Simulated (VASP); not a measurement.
WSe2: single point with PBE+D3(BJ)

The system is WSe2, a slab with vacuum.

```
CELL_PARAMETERS angstrom
3.28549 0.00000 0.00000
-1.64275 2.84532 0.00000
0.00000 0.00000 24.23865
ATOMIC_POSITIONS crystal
Se 0.33333 0.66667 0.18565
Se 0.33333 0.66667 0.32466
Se 0.77778 0.22222 0.47360
Se 0.77778 0.22222 0.61260
W 0.66667 0.33333 0.25516
W 0.44444 0.55556 0.54310
```

This cell differs from its parent crystal: layers slid over each other.

```json
{"Program": "VASP 6.6.1", "Task": "single point", "Functional": "PBE", "Dispersion": "D3(BJ)", "Potentials or basis": "VASP PAW PBE potentials, release 64 (Se, W_sv)", "Cutoff": "520 eV", "k mesh": "9 × 9 × 1", "Occupations": "gaussian, width 0.05 eV", "Spin": "no spin polarisation"}
```

* Largest force: 0.130 eV/Å
* Band gap on the k mesh: 1.54 eV (least direct gap 1.65 eV)
* Dispersion energy per atom: -0.384 eV

Forces in eV/Å, atoms in the order of the input:
```
Se  -0.001  0.001 -0.039
Se   0.007 -0.004  0.129
Se  -0.007  0.004 -0.129
Se   0.001 -0.001  0.039
W    0.006 -0.004  0.035
W   -0.006  0.004 -0.035
```

Levels at points of the mesh, in eV from the valence-band top:
| k point | band 23 | band 24 | band 25 | band 26 | band 27 | band 28 | band 29 | band 30 |
| --- | --- | --- | --- | --- | --- | --- | --- | --- |
| (0.00, 0.00, 0.00) | -1.19 | -1.19 | -0.59 | -0.15 | 2.94 | 2.96 | 2.98 | 2.98 |

Run time: 2.6 min on 1 thread of AMD EPYC 9R45 96-Core Processor (Zen 5), with other jobs on the host, peak memory 0.39 GiB.

Caveat: the cell differs from its parent crystal (layers slid over each other); spin-orbit coupling is left out, which moves the levels of the heavy elements.
